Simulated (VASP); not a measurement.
A run of VASP 6.6.1 is set up as follows.

Contents of INCAR:

```
PREC     = Accurate       # precision mode
ENCUT    = 520            # plane-wave cutoff, eV
EDIFF    = 1E-7           # SCF threshold, eV
ISMEAR   = 0              # smearing method
SIGMA    = 0.15           # smearing width, eV
LREAL    = False          # projectors in reciprocal space
LASPH    = True           # aspherical terms in the spheres
NELM     = 60             # most SCF steps
ALGO     = Normal         # electronic algorithm
ISIF     = 2              # what is computed and relaxed
LWAVE    = False          # write WAVECAR
LCHARG   = False          # write CHGCAR
GGA      = PS             # functional
NBANDS   = 15             # bands
```

KPOINTS

```
regular mesh
0
Gamma
  18 18 18
```

File POSCAR:

```
ZrC
1.0
    0.0000000000      2.3149568500      2.2797037000
    2.3149568500      0.0000000000      2.2797037000
    2.3149568500      2.3149568500      0.0000000000
Zr C
1 1
Direct
    0.5000000000      0.5000000000      0.5000000000
    0.0000000000      0.0000000000      0.0000000000
```

Potentials or basis: VASP PAW PBE potentials, release 64 (Zr_sv, C).

Command:

```console
$ cat potpaw_PBE.64/Zr_sv/POTCAR potpaw_PBE.64/C/POTCAR > POTCAR
$ mpirun -np 1 vasp_std > vasp.out
```

Question: Predict the pressure.

Answer: 10.9 GPa.

Question: What does it give for the band gap on the k mesh?

Answer: Zero (band 8 reaches 11.23 eV, above the bottom of band 9 at 9.72 eV).

Stress tensor (GPa, compression positive):
```
 8.52  0.00  0.00
 0.00  8.52  0.00
 0.00  0.00 15.76
```

Caveat: the cell differs from its parent crystal (strain -0.015 along x and y, -0.030 along z); the PAW data sets were made with another functional, which shifts forces and pressure a little.
